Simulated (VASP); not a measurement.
Here is a VASP 6.6.1 calculation.

File INCAR:

```
PREC = Accurate
ENCUT = 520
EDIFF = 1E-6
ISMEAR = 0
SIGMA = 0.05
LREAL = F
LASPH = T
NELM = 100
ALGO = Normal
ISIF = 2
LWAVE = F
LCHARG = F
GGA = PS
NBANDS = 16
```

KPOINTS

```
Automatic mesh
0
Gamma
  10 10 10
```

File POSCAR:

```
ZnS
1.0
   -1.1247983285      2.2495966570      2.2495966570
    2.2495966570     -1.1247983285      2.2495966570
    2.2495966570      2.2495966570     -1.1247983285
Zn S
1 1
Direct
    0.0000000000      0.0000000000      0.0000000000
    0.7500000000      0.7500000000      0.7500000000
```

Potentials or basis: VASP PAW PBE potentials, release 64 (Zn, S).

The run is started by

```sh
$ cat potpaw_PBE.64/Zn/POTCAR potpaw_PBE.64/S/POTCAR > POTCAR
$ mpirun -np 1 vasp_std > vasp.out
```

(1) What does it give for the pressure?

(2) What does it give for the largest force?

(3) What does it give for the band gap on the k mesh?

Answers

(1) 100.6 GPa.

(2) 47.590 eV/Å.

(3) 0.52 eV, indirect (least direct gap 0.87 eV).

Caveat: the PAW data sets were made with another functional, which shifts forces and pressure a little.
